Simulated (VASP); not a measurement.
The system is AlP.

```
CELL_PARAMETERS angstrom
0.00000 2.73926 2.73926
2.73926 0.00000 2.73926
2.73926 2.73926 0.00000
ATOMIC_POSITIONS crystal
Al 0.00000 0.00000 0.00000
P 0.25000 0.25000 0.25000
```

Base run:

```yaml
Program: VASP 6.6.1
Functional: r2SCAN
Potentials_or_basis: VASP PAW PBE potentials, release 64 (Al, P)
Cutoff: 550 eV
k_mesh: 8 × 8 × 8
Occupations: gaussian, width 0.01 eV
Spin: no spin polarisation
```

Its results: band gap on the k mesh 1.93 eV, indirect (least direct gap 3.91 eV); pressure -0.3 GPa.

Q: The run is repeated on the same cell with these changes: functional from r2SCAN to PBE; cutoff from 550 eV to 500 eV; k mesh from 8 × 8 × 8 to 4 × 4 × 4. What comes out?

A: Band gap on the k mesh 1.58 eV, indirect (least direct gap 3.21 eV); pressure 1.7 GPa.

Several settings changed at once, so the effect can't be laid on one alone.

Caveats: some runs use coarse meshes; the PAW data sets were made with another functional, which shifts forces and pressure a little (some runs).

A k mesh can miss the band edges.
